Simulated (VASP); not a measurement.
Set up this calculation in VASP 6.6.1, as the native input.

* Task: single point
* Functional: PBEsol
* Potentials or basis: VASP PAW PBE potentials, release 64 (Ti_sv, Si)
* Cutoff: 520 eV
* k mesh: 12 × 6 × 10
* Occupations: gaussian, width 0.15 eV
* Spin: no spin polarisation
* Dipole correction: no
* Further INCAR settings: ALGO = Normal; EDIFF = 1e-07; NBANDS = 42

The structure of TiSi lies in POSCAR:

```
TiSi
1.0
    3.6007916910      0.0000000000      0.0000000000
    0.0000000000      7.5785650265      0.0000000000
    0.0000000000      0.0000000000      4.1428981957
Ti Si
4 4
Direct
    0.0000000000      0.4940622005      0.0507500000
    0.5000000000      0.4940622005      0.5507500000
    0.5000000000      0.0059377995      0.5507500000
    0.0000000000      0.0059377995      0.0507500000
    0.0000000000      0.7500000000      0.5507500000
    0.0000000000      0.2500000000      0.5507500000
    0.5000000000      0.2500000000      0.0507500000
    0.5000000000      0.7500000000      0.0507500000
```

This cell differs from its parent crystal: atoms displaced along a vibrational mode.

One way to write it, as run:

INCAR

```
SYSTEM = TiSi
PREC = Accurate ; ENCUT = 520
EDIFF = 1E-7 ; ISMEAR = 0
SIGMA = 0.15 ; LREAL = .FALSE.
LASPH = .TRUE. ; NELM = 100
ALGO = Normal ; ISIF = 2
LWAVE = .FALSE. ; LCHARG = .FALSE.
GGA = PS ; NBANDS = 42
```

KPOINTS

```
Automatic mesh
0
G
  12 6 10
  0 0 0
```

Potentials or basis: VASP PAW PBE potentials, release 64 (Ti_sv, Si).

Run with:

```bash
$ cat potpaw_PBE.64/Ti_sv/POTCAR potpaw_PBE.64/Si/POTCAR > POTCAR
$ mpirun -np 1 vasp_std > vasp.out
```

It gave:

```
Pressure               : 0.3 GPa
Largest force          : 0.407 eV/Å
Band gap on the k mesh : zero (bands 32 and 33 overlap by 1.17 eV)
```

Caveat: the cell differs from its parent crystal (atoms displaced along a vibrational mode); the PAW data sets were made with another functional, which shifts forces and pressure a little.

Run time: 6.5 min on 1 thread of Intel(R) Xeon(R) 6975P-C (Granite Rapids), with other jobs on the host, peak memory 0.64 GiB.
